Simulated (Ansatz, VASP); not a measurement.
## Mg5CdTe6: VASP beside Ansatz

```
CELL_PARAMETERS angstrom
4.61981 0.00000 0.00000
0.00000 4.61981 0.00000
0.00000 0.00000 19.54746
ATOMIC_POSITIONS crystal
Mg 0.00000 0.00000 0.83141
Mg 0.50000 0.50000 0.66568
Mg 0.00000 0.00000 0.50000
Mg 0.50000 0.50000 0.33432
Mg 0.00000 0.00000 0.16859
Cd 0.50000 0.50000 0.00000
Te 0.50000 0.00000 0.58284
Te 0.00000 0.50000 0.41716
Te 0.50000 0.00000 0.25145
Te 0.00000 0.50000 0.08627
Te 0.50000 0.00000 0.91373
Te 0.00000 0.50000 0.74855
```

Alike in both runs: functional PBE; k mesh 6 × 6 × 2; occupations gaussian, width 0.02 eV; no spin polarisation.

Ansatz relaxed the structure, and its values are those at the end. VASP's run is a single point on that final structure, the one shown.

```csv
,VASP,Ansatz
version,VASP 6.6.1,Ansatz 0.2.0
potentials or method,"VASP PAW PBE potentials, release 64 (Mg, Cd, Te), cutoff 520 eV","scalar-relativistic, plane waves, PAW"
valence electrons in the cell,58,166
```

```tsv
	VASP	Ansatz	Ansatz less VASP
gap on the k mesh at the Fermi level (eV)	1.89	1.90	+0.007
least direct gap on the mesh (eV)	1.89	1.90	+0.007
pressure (GPa)	0.0	0.0	0.00
rms of the force components (eV/Å)	0.004	0.000	-0.0040
```

VASP's potentials hold 58 valence electrons a cell and Ansatz's 166, so a difference there can come from the potentials and not from the codes.

Neither program's run includes spin-orbit coupling.
